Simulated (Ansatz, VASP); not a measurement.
One calculation of AlN, two programs

File INCAR:

```
ALGO = Normal
EDIFF = 1E-6
ENCUT = 520
GGA = PS
ISIF = 2
ISMEAR = 0
LASPH = T
LCHARG = T
LELF = T
LREAL = F
LVHAR = T
LWAVE = F
NBANDS = 36
NELM = 100
PREC = Accurate
SIGMA = 0.05
```

The input KPOINTS:

```
k-points
0
Gamma
  8 8 2
```

POSCAR

```
AlN
1.0
   -2.0226209166     -2.0226209166      0.0000000000
    2.0226209166     -2.0226209166      0.0000000000
    0.0000000000      0.0000000000     15.1357254996
Al N
6 6
Direct
    0.0000000000      0.0000000000      0.0668027572
    0.5000000000      0.5000000000      0.2004349982
    0.0000000000      0.0000000000      0.3340672391
    0.5000000000      0.5000000000      0.4676994800
    0.0000000000      0.0000000000      0.6013317210
    0.5000000000      0.5000000000      0.7349639619
    0.5000000000      0.5000000000      0.0668027572
    0.0000000000      0.0000000000      0.2004349982
    0.5000000000      0.5000000000      0.3340672391
    0.0000000000      0.0000000000      0.4676994800
    0.5000000000      0.5000000000      0.6013317210
    0.0000000000      0.0000000000      0.7349639619
```

Input for Ansatz:

```yaml
crystal:
  lattice:
    - [-2.0226209166, -2.0226209166, 0.0]
    - [2.0226209166, -2.0226209166, 0.0]
    - [0.0, 0.0, 15.1357254996]
  atoms:
    - { symbol: Al, position: [0.0, 0.0, 0.0668027572] }
    - { symbol: Al, position: [0.5, 0.5, 0.2004349982] }
    - { symbol: Al, position: [0.0, 0.0, 0.3340672391] }
    - { symbol: Al, position: [0.5, 0.5, 0.46769948] }
    - { symbol: Al, position: [0.0, 0.0, 0.601331721] }
    - { symbol: Al, position: [0.5, 0.5, 0.7349639619] }
    - { symbol: "N", position: [0.5, 0.5, 0.0668027572] }
    - { symbol: "N", position: [0.0, 0.0, 0.2004349982] }
    - { symbol: "N", position: [0.5, 0.5, 0.3340672391] }
    - { symbol: "N", position: [0.0, 0.0, 0.46769948] }
    - { symbol: "N", position: [0.5, 0.5, 0.601331721] }
    - { symbol: "N", position: [0.0, 0.0, 0.7349639619] }
basis:
  ecutwfc: 420
kpoints:
  mp_grid: { grid: [8, 8, 2] }
hamiltonian:
  xc: pbesol
scf:
  occupations: { method: gaussian, width: 0.05 }
output:
  forces: true
  stress: true
  eigenvalues: true
```

Alike in both runs: task single point; functional PBEsol; k mesh 8 × 8 × 2; occupations gaussian, width 0.05 eV; no spin polarisation.

|  | VASP | Ansatz |
| --- | --- | --- |
| version | VASP 6.6.1 | Ansatz 0.2.0 |
| potentials or method | VASP PAW PBE potentials, release 64 (Al, N), cutoff 520 eV | scalar-relativistic, plane waves, PAW |
| valence electrons in the cell | 48 | 48 |

|  | VASP | Ansatz | Ansatz less VASP |
| --- | --- | --- | --- |
| gap on the k mesh at the Fermi level (eV) | 2.51 | 2.51 | +0.002 |
| least direct gap on the mesh (eV) | 2.51 | 2.51 | +0.002 |
| pressure (GPa) | -5.0 | -4.9 | +0.06 |
| traceless stress, the component that is largest in VASP (GPa) | 5.12 | 5.09 | -0.028 |
| rms of the force components (eV/Å) | 0.299 | 0.297 | -0.0020 |

VASP's potentials were made for PBE, not for PBEsol. Atom by atom the forces differ by 0.003 eV/Å (rms over components). The functional is the same, so the differences come from potentials, cutoffs and numerics.
